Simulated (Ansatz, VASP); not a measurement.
## TiB2 in VASP and in Ansatz

```
Ti B
1.0
     3.02920    0.00000    0.00000
    -1.51460    2.62336    0.00000
     0.00000    0.00000    3.22840
Ti B
1 2
Direct
  0.00000 0.00000 0.00000
  0.66667 0.33333 0.50000
  0.33333 0.66667 0.50000
```

Alike in both runs: task relaxation of cell and atoms; functional revPBE; dispersion D3(BJ); k mesh 10 × 10 × 8; occupations fermi-dirac, width 0.05 eV; no spin polarisation.

```csv
,VASP,Ansatz
version,VASP 6.6.1,Ansatz 0.2.0
potentials or method,"VASP PAW PBE potentials, release 64 (Ti_sv, B)",Ansatz PAW
plane-wave cutoff (eV),600,420
valence electrons in the cell,18,18
```

Ansatz gave:

- relaxed volume (Å³/atom): 8.15
- relaxed length of the cell vector where the two differ most in proportion (Å): 3.162

**Question.** Which values does VASP return?

**Answer.** Relaxed volume (Å³/atom): 8.16; relaxed length of the cell vector where the two differ most in proportion (Å): 3.163.

VASP's potentials were made for PBE, not for revPBE.

Noted on Ansatz's run: the plane-wave basis is chosen anew once the cell has moved, so the energies of steps on either side of that aren't comparable.
